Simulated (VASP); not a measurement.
A run of VASP 6.6.1:

The input INCAR:

```
SYSTEM = Zn2O
ALGO     = Normal         ! electronic algorithm
EDIFF    = 1E-6           ! SCF threshold, eV
ENCUT    = 520            ! plane-wave cutoff, eV
GGA      = PE             ! functional
ISIF     = 2              ! what is computed and relaxed
ISMEAR   = 0              ! smearing method
LASPH    = .True.         ! aspherical terms in the spheres
LCHARG   = .False.        ! write CHGCAR
LREAL    = .False.        ! projectors in reciprocal space
LWAVE    = .False.        ! write WAVECAR
NBANDS   = 22             ! bands
NELM     = 80             ! most SCF steps
PREC     = Accurate       ! precision mode
SIGMA    = 0.2            ! smearing width, eV
```

File KPOINTS:

```
k-points
0
Gamma
  8 8 4
  0 0 0
```

POSCAR

```
Zn2O
1.0
    3.0152084722      0.0000000000      0.0000000000
   -1.5076042361      2.6112471346      0.0000000000
    0.0000000000      0.0000000000      4.6436259407
Zn O
2 1
Direct
    0.6666666667      0.3333333333      0.7177190949
    0.3333333333      0.6666666667      0.2822809051
    0.0000000000      0.0000000000      0.0000000000
```

Potentials or basis: VASP PAW PBE potentials, release 64 (Zn, O).

The run is started by

```sh
$ cat potpaw_PBE.64/Zn/POTCAR potpaw_PBE.64/O/POTCAR > POTCAR
$ mpirun -np 1 vasp_std > vasp.out
```

Hardware: 1 thread of Intel(R) Xeon(R) Platinum 8259CL CPU @ 2.50GHz (Skylake/Cascade Lake) (shared host).

Estimate the wall time of this run.

Run time: 20 s on 1 thread of Intel(R) Xeon(R) Platinum 8259CL CPU @ 2.50GHz (Skylake/Cascade Lake), on a shared host, peak memory 0.16 GiB. Counts: scf iterations 13, k points 35.
